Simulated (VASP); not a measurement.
# Zr3O (P6_322) in VASP: further runs

The runs below take Zr3O through single point, with PBEsol.

Everything below comes from runs of VASP 6.6.1. Logs are shortened: lines on timing, memory, paths and dates and some standing lists are left out, and cuts for length are marked.

### 1 The cell of the first run

It takes space group P6_322 (No. 182, hexagonal). Conventional cell: a = 5.468 Å, b = 5.468 Å, c = 5.377 Å, α = 90.00°, β = 90.00°, γ = 120.00°. Within 3.4 Å of Zr (site symmetry 2) lie 2 O at 2.31 Å and 12 Zr at 2.96 to 3.38 Å. Within 3.1 Å of O (site symmetry 32) lie 6 Zr at 2.31 Å.

### 2 Single point, PBEsol

Input file INCAR:

```
  ALGO = Normal
  EDIFF = 1E-6
  ENCUT = 520
  GGA = PS
  ISIF = 2
  ISMEAR = 0
  LASPH = True
  LCHARG = False
  LREAL = False
  LWAVE = False
  NBANDS = 52
  NELM = 60
  PREC = Accurate
  SIGMA = 0.15
```

Input file KPOINTS:

```
k-points
0
Gamma
  9 9 8
```

Input file POSCAR:

```
Zr3O
1.0
    5.4682318713      0.0000000000      0.0000000000
   -2.7341159356      4.7356277143      0.0000000000
    0.0000000000      0.0000000000      5.3769123990
Zr O
6 2
Direct
    0.3126109405      0.0000000000      0.0000000000
    0.3126109405      0.3126109405      0.5000000000
    0.0000000000      0.3126109405      0.0000000000
    0.6873890595      0.0000000000      0.5000000000
    0.6873890595      0.6873890595      0.0000000000
    0.0000000000      0.6873890595      0.5000000000
    0.3333333333      0.6666666667      0.2500000000
    0.6666666667      0.3333333333      0.7500000000
```

Potentials or basis: VASP PAW PBE potentials, release 64 (Zr_sv, O).

Launch:

```
> cat potpaw_PBE.64/Zr_sv/POTCAR potpaw_PBE.64/O/POTCAR > POTCAR
> mpirun -np 1 vasp_std > vasp.out
```

OUTCAR:

```text
EDIFF = 1E-6
   ENCUT = 520
   GGA = PS
   ISIF = 2
   ISMEAR = 0
   LASPH = True
   LREAL = False
   NELM = 60
   PREC = Accurate

 ion  position               nearest neighbor table
   1  0.313  0.000  0.000-   7 2.31   8 2.31   3 2.96   5 2.96   2 3.19   2 3.19   6 3.19   6 3.19
                             3 3.26   5 3.26   5 3.26   3 3.26   4 3.38   4 3.38
   2  0.313  0.313  0.500-   7 2.31   8 2.31   6 2.96   4 2.96   1 3.19   1 3.19   3 3.19   3 3.19
                             6 3.26   4 3.26   4 3.26   6 3.26   5 3.38   5 3.38
   3  0.000  0.313  0.000-   8 2.31   7 2.31   5 2.96   1 2.96   4 3.19   4 3.19   2 3.19   2 3.19
                             1 3.26   5 3.26   5 3.26   1 3.26   6 3.38   6 3.38
   4  0.687  0.000  0.500-   8 2.31   7 2.31   6 2.96   2 2.96   5 3.19   5 3.19   3 3.19   3 3.19
                             6 3.26   2 3.26   2 3.26   6 3.26   1 3.38   1 3.38
   5  0.687  0.687  0.000-   8 2.31   7 2.31   3 2.96   1 2.96   4 3.19   4 3.19   6 3.19   6 3.19
                             3 3.26   1 3.26   1 3.26   3 3.26   2 3.38   2 3.38
   6  0.000  0.687  0.500-   7 2.31   8 2.31   2 2.96   4 2.96   1 3.19   1 3.19   5 3.19   5 3.19
                             4 3.26   2 3.26   2 3.26   4 3.26   3 3.38   3 3.38
   7  0.333  0.667  0.250-   1 2.31   6 2.31   3 2.31   4 2.31   2 2.31   5 2.31
   8  0.667  0.333  0.750-   4 2.31   3 2.31   6 2.31   1 2.31   5 2.31   2 2.31

  LATTYP: Found a hexagonal cell.
 ALAT       =     5.4682318713
 C/A-ratio  =     0.9833000000

  Lattice vectors:

 A1 = (   5.4682318713,   0.0000000000,   0.0000000000)
 A2 = (  -2.7341159356,   4.7356277143,   0.0000000000)
 A3 = (   0.0000000000,   0.0000000000,   5.3769123990)

Analysis of symmetry for initial positions (statically):
=====================================================================
 Subroutine PRICEL returns:
 Original cell was already a primitive cell.

 Routine SETGRP: Setting up the symmetry group for a
 hexagonal supercell.

 Subroutine GETGRP returns: Found 12 space group operations
 (whereof  6 operations were pure point group operations)
 out of a pool of 24 trial point group operations.

The static configuration has the point symmetry D_3 .
 The point group associated with its full space group is D_6 .

Analysis of symmetry for dynamics (positions and initial velocities):
=====================================================================
 Subroutine PRICEL returns:
 Original cell was already a primitive cell.

 Routine SETGRP: Setting up the symmetry group for a
 hexagonal supercell.

 Subroutine GETGRP returns: Found 12 space group operations
 (whereof  6 operations were pure point group operations)
 out of a pool of 24 trial point group operations.

The dynamic configuration has the point symmetry D_3 .
 The point group associated with its full space group is D_6 .

 Subroutine INISYM returns: Found 12 space group operations
 (whereof  6 operations are pure point group operations),
 and found     1 'primitive' translations

----------------------------------------------------------------------------------------

                                     Primitive cell

  volume of cell :     139.2379

  direct lattice vectors                    reciprocal lattice vectors
     5.468231871  0.000000000  0.000000000     0.182874469  0.105582624  0.000000000
    -2.734115936  4.735627714  0.000000000     0.000000000  0.211165248  0.000000000
     0.000000000  0.000000000  5.376912399     0.000000000  0.000000000  0.185980341

  length of vectors
     5.468231871  5.468231871  5.376912399     0.211165248  0.211165248  0.185980341

  position of ions in fractional coordinates (direct lattice)
     0.312610941  0.000000000  0.000000000
     0.312610941  0.312610941  0.500000000
     0.000000000  0.312610941  0.000000000
     0.687389059  0.000000000  0.500000000
     0.687389059  0.687389059  0.000000000
     0.000000000  0.687389059  0.500000000
     0.333333333  0.666666667  0.250000000
     0.666666667  0.333333333  0.750000000

  ion indices of the primitive-cell ions
   primitive index   ion index
                 1           1
                 2           2
                 3           3
                 4           4
                 5           5
                 6           6
                 7           7
                 8           8

----------------------------------------------------------------------------------------

 KPOINTS: k-points

Automatic generation of k-mesh.
 Grid dimensions read from file:
 generate k-points for:    9    9    8

 Generating k-lattice:

  Cartesian coordinates                     Fractional coordinates (reciprocal lattice)
     0.020319385  0.011731403  0.000000000     0.111111111  0.000000000  0.000000000
     0.000000000  0.023462805  0.000000000     0.000000000  0.111111111  0.000000000
     0.000000000  0.000000000  0.023247543     0.000000000  0.000000000  0.125000000

  Length of vectors
     0.023462805  0.023462805  0.023247543

  Shift w.r.t. Gamma in fractional coordinates (k-lattice)
     0.000000000  0.000000000  0.000000000

 Subroutine IBZKPT returns following result:
 ===========================================

 Found     60 irreducible k-points:

 Following reciprocal coordinates:
            Coordinates               Weight
  0.000000  0.000000  0.000000      1.000000
  0.111111  0.000000  0.000000      6.000000
  0.222222  0.000000  0.000000      6.000000
  0.333333  0.000000  0.000000      6.000000
  0.444444  0.000000  0.000000      6.000000
  0.111111  0.111111  0.000000      6.000000
[... 16 lines left out ...]
  0.333333  0.222222  0.125000     24.000000
  0.333333  0.333333  0.125000      4.000000
 [... further k-points ...]
   k-points           NKPTS =     60   k-points in BZ     NKDIM =     60   number of bands    NBANDS=     52
   number of dos      NEDOS =    301   number of ions     NIONS =      8
   total plane-waves  NPLWV =  70560
   dimension x,y,z NGX =    42 NGY =   42 NGZ =   40
   dimension x,y,z NGXF=    84 NGYF=   84 NGZF=   80
   ions per type =               6   2
   NGX,Y,Z   is equivalent  to a cutoff of  12.77, 12.77, 12.37 a.u.
   NGXF,Y,Z  is equivalent  to a cutoff of  25.54, 25.54, 24.73 a.u.
 SYSTEM =  unknown system
   PREC   = accura    normal or accurate (medium, high low for compatibility)
   ISTART =      0    job   : 0-new  1-cont  2-samecut
   ICHARG =      2    charge: 1-file 2-atom 10-const
   ISPIN  =      1    spin polarized calculation?
   LNONCOLLINEAR =      F non collinear calculations
   LSORBIT =      F    spin-orbit coupling
   LASPH  =      T    aspherical Exc in radial PAW
   ENCUT  =  520.0 eV  38.22 Ry    6.18 a.u.  10.17 10.17 10.00*2*pi/ulx,y,z
   NELM   =     60;   NELMIN=  2; NELMDL= -5     # of ELM steps
   EDIFF  = 0.1E-05   stopping-criterion for ELM
   LREAL  =      F    real-space projection
   EDIFFG = 0.1E-04   stopping-criterion for IOM
   NSW    =      0    number of steps for IOM
   IBRION =     -1    ionic relax: 0-MD 1-quasi-New 2-CG
   NFREE  =      0    steps in history (QN), initial steepest desc. (CG)
   ISIF   =      2    stress and relaxation
   ISYM   =      2    0-nonsym 1-usesym 2-fastsym
   POTIM  = 0.5000    time-step for ionic-motion
   TEBEG  =    0.0;   TEEND  =   0.0 temperature during run
   PSTRESS=    0.0 pullay stress
   NELECT =      84.0000    total number of electrons
   NUPDOWN=      -1.0000    fix difference up-down
   EMIN   =  10.00;   EMAX   =-10.00  energy-range for DOS
   EFERMI =   0.00;   METHOD = LEGACY
   ISMEAR =     0;   SIGMA  =   0.15  broadening in eV -4-tet -1-fermi 0-gaus
   EFERMI_NEDOS =   21; number of points for ismear=-14 and -15
   IALGO  =     38    algorithm
   IMIX   =      4    mixing-type and parameters
     AMIX     =   0.40;   BMIX     =  1.00
     AMIX_MAG =   1.60;   BMIX_MAG =  1.00
  volume/ion in A,a.u.               =      17.40       117.45
  Fermi-wavevector in a.u.,A,eV,Ry     =   1.383297  2.614052 26.034894  1.913511
  Thomas-Fermi vector in A             =   2.507908
   LORBIT       =      0    0 simple, 1 ext, 2 COOP (PROOUT), +10 PAW based schemes
   GGA     = PS    functional components
   LHFCALC =     F    Hartree Fock is set to
   AEXX    =    0.0000 exact exchange contribution
   IVDW    =     0    specifies the selected vdW correction
   LEPSILON=     F    determine dielectric tensor
   LRPA    =     F    only Hartree local field effects (RPA)
 non-spin polarized calculation
 Gauss-broadening in eV      SIGMA  =   0.15
  energy-cutoff  :      520.00
  volume of cell :      139.24
 maximum number of plane-waves:      3774
 NGX is ok and might be reduce to    42

 number of electron      83.9999978 magnetization

 Free energy of the ion-electron system (eV)
  ---------------------------------------------------
  ext. energy  EPLUGINS =         0.00000000
  ---------------------------------------------------
  free energy    TOTEN  =       -75.54272111 eV

  energy without entropy =      -75.49312422  energy(sigma->0) =      -75.51792266

 E-fermi :   9.6544     XC(G=0): -11.7822

 val. band max:        9.6525115004   @ k =   0.1111   0.1111   0.0000
 cond. band min:       9.6573913011   @ k =   0.3333   0.1111   0.3750
 fundamental gap:      0.0048798007
 Fermi energy:         9.6544494611

 k-point     1 :       0.0000    0.0000    0.0000
  band No.  band energies     occupation
      1     -38.9572      2.00000
      2     -38.8231      2.00000
      3     -38.7526      2.00000
      4     -38.7526      2.00000
      5     -38.7270      2.00000
      6     -38.7270      2.00000
[... 44 lines left out ...]
     51      12.1606      0.00000
     52      12.1606      0.00000

 k-point     2 :       0.1111    0.0000    0.0000
  band No.  band energies     occupation
      1     -38.9516      2.00000
      2     -38.8198      2.00000
      3     -38.7587      2.00000
      4     -38.7560      2.00000
      5     -38.7269      2.00000
      6     -38.7268      2.00000
[... 1202 lines left out ...]
 k-point    24 :       0.3333    0.3333    0.1250
  band No.  band energies     occupation
      1     -38.8726      2.00000
      2     -38.8046      2.00000
      3     -38.8032      2.00000
      4     -38.7846      2.00000
      5     -38.7394      2.00000
      6     -38.7380      2.00000
[... 44 lines left out ...]
     51      12.6017      0.00000
     52      13.0693      0.00000

 [... further k-points ...]

------------------------ aborting loop because EDIFF is reached ----------------------------------------

  FORCE on cell =-STRESS in cart. coord.  units (eV):
  Direction    XX          YY          ZZ          XY          YZ          ZX
  --------------------------------------------------------------------------------------
  -------------------------------------------------------------------------------------
  Total        0.9036219      0.9036219     -4.6709952      0.0000000      0.0000000      0.0000000
  in kB       10.3977624     10.3977624    -53.7480316      0.0000000      0.0000000      0.0000000
  external PRESSURE =     -10.9841689 kB  Pullay stress =       0.0000000 kB

 VOLUME and BASIS-vectors are now :
 -----------------------------------------------------------------------------
  energy-cutoff  :      520.00
  volume of cell :      139.24
      direct lattice vectors                 reciprocal lattice vectors
     5.468231871  0.000000000  0.000000000     0.182874469  0.105582624  0.000000000
    -2.734115936  4.735627714  0.000000000     0.000000000  0.211165248  0.000000000
     0.000000000  0.000000000  5.376912399     0.000000000  0.000000000  0.185980341

 POSITION                                       TOTAL-FORCE (eV/Angst)
 -----------------------------------------------------------------------------------
      1.70943      0.00000      0.00000         2.436512     -0.000000      0.000000
      0.85471      1.48041      2.68846         1.218256      2.110081      0.000000
     -0.85471      1.48041      0.00000        -1.218256      2.110081      0.000000
      3.75880      0.00000      2.68846        -2.436512     -0.000000      0.000000
      1.87940      3.25522      0.00000        -1.218256     -2.110081     -0.000000
     -1.87940      3.25522      2.68846         1.218256     -2.110081      0.000000
     -0.00000      3.15709      1.34423         0.000000     -0.000000     -0.000000
      2.73412      1.57854      4.03268         0.000000     -0.000000     -0.000000
 -----------------------------------------------------------------------------------
    total drift:                                0.000001     -0.000001      0.000000

  FREE ENERGIE OF THE ION-ELECTRON SYSTEM (eV)
  ---------------------------------------------------
  free  energy   TOTEN  =       -75.5427211055 eV

  energy  without entropy=      -75.4931242243  energy(sigma->0) =      -75.51792266
```

It took 15 min on 1 thread of Intel Xeon 8259CL, shared host; peak memory 0.46 GiB.

What came out:

```yaml
Free_energy: -75.5427 eV
Pressure: -1.1 GPa
Largest_force: 2.437 eV/Å
Band_gap_on_the_k_mesh: zero (bands 42 and 43 overlap by 0.30 eV)
```

Forces in eV/Å, atoms in the order of the input:
```
Zr   2.437  0.000  0.000
Zr   1.218  2.110  0.000
Zr  -1.218  2.110  0.000
Zr  -2.437  0.000  0.000
Zr  -1.218 -2.110  0.000
Zr   1.218 -2.110  0.000
O    0.000  0.000  0.000
O    0.000  0.000  0.000
```

Stress tensor (GPa, compression positive):
```
 1.04  0.00  0.00
 0.00  1.04  0.00
 0.00  0.00 -5.37
```

Levels at points of the mesh, in eV from the Fermi level:
| k point | band 38 | band 39 | band 40 | band 41 | band 42 | band 43 | band 44 | band 45 | band 46 | band 47 |
| --- | --- | --- | --- | --- | --- | --- | --- | --- | --- | --- |
| (0.00, 0.00, 0.00) | -0.91 | -0.62 | -0.62 | 0.02 | 0.22 | 0.68 | 0.68 | 0.79 | 0.79 | 1.56 |
| (0.00, 0.00, 0.50) | -1.16 | -0.30 | -0.30 | -0.07 | -0.07 | 0.31 | 0.31 | 0.41 | 0.41 | 1.80 |

Caveat: the stress differs along the axes, from -5 to 1 GPa; the PAW data sets were made with another functional, which shifts forces and pressure a little.

### 3 Single point, PBEsol

This run uses another cell than the first one, of the same volume but with other edges.

Input file INCAR:

```
SYSTEM = Zr3O
ALGO = Normal ; EDIFF = 1E-6
ENCUT = 520 ; GGA = PS
ISIF = 2 ; ISMEAR = 0
LASPH = .TRUE. ; LCHARG = .FALSE.
LREAL = .FALSE. ; LWAVE = .FALSE.
NBANDS = 52 ; NELM = 100
PREC = Accurate ; SIGMA = 0.15
```

Input file KPOINTS:

```
k-points
0
G
  9 9 8
  0 0 0
```

Input file POSCAR:

```
Zr3O
1.0
    5.7786427719      0.0000000000      0.0000000000
   -2.8893213860      5.0044514399      0.0000000000
    0.0000000000      0.0000000000      4.8147651576
Zr O
6 2
Direct
    0.3663331157      0.0000000000      0.0000000000
    0.3663331157      0.3663331157      0.5000000000
    0.0000000000      0.3663331157      0.0000000000
    0.6336668843      0.0000000000      0.5000000000
    0.6336668843      0.6336668843      0.0000000000
    0.0000000000      0.6336668843      0.5000000000
    0.3333333333      0.6666666667      0.2500000000
    0.6666666667      0.3333333333      0.7500000000
```

Potentials or basis: VASP PAW PBE potentials, release 64 (Zr_sv, O).

Launch:

```
> cat potpaw_PBE.64/Zr_sv/POTCAR potpaw_PBE.64/O/POTCAR > POTCAR
> mpirun -np 1 vasp_std > vasp.out
```

Wall time 6.4 min (1 thread of Intel Xeon Platinum 8488C (Sapphire Rapids), shared host); peak memory 0.46 GiB.

Results (log left out):

- Free energy: -75.4451 eV
- Pressure: 6.9 GPa
- Largest force: 1.642 eV/Å
- Band gap on the k mesh: zero (bands 42 and 43 overlap by 0.95 eV)

Forces in eV/Å, atoms in the order of the input:
```
Zr  -1.642  0.000  0.000
Zr  -0.821 -1.422  0.000
Zr   0.821 -1.422  0.000
Zr   1.642  0.000  0.000
Zr   0.821  1.422  0.000
Zr  -0.821  1.422  0.000
O    0.000  0.000  0.000
O    0.000  0.000  0.000
```

Stress tensor (GPa, compression positive):
```
 1.56  0.00  0.00
 0.00  1.56  0.00
 0.00  0.00 17.71
```

Levels at points of the mesh, in eV from the Fermi level:
| k point | band 38 | band 39 | band 40 | band 41 | band 42 | band 43 | band 44 | band 45 | band 46 | band 47 |
| --- | --- | --- | --- | --- | --- | --- | --- | --- | --- | --- |
| (0.00, 0.00, 0.00) | -1.38 | -1.35 | -1.35 | 0.61 | 0.71 | 0.71 | 0.80 | 0.80 | 1.11 | 1.11 |
| (0.00, 0.00, 0.50) | -1.23 | -0.77 | -0.77 | -0.49 | -0.49 | 0.09 | 0.09 | 0.41 | 0.41 | 1.29 |

Caveat: the stress differs along the axes, from 2 to 18 GPa; the PAW data sets were made with another functional, which shifts forces and pressure a little.

(Part 1 of 2 ends here.)
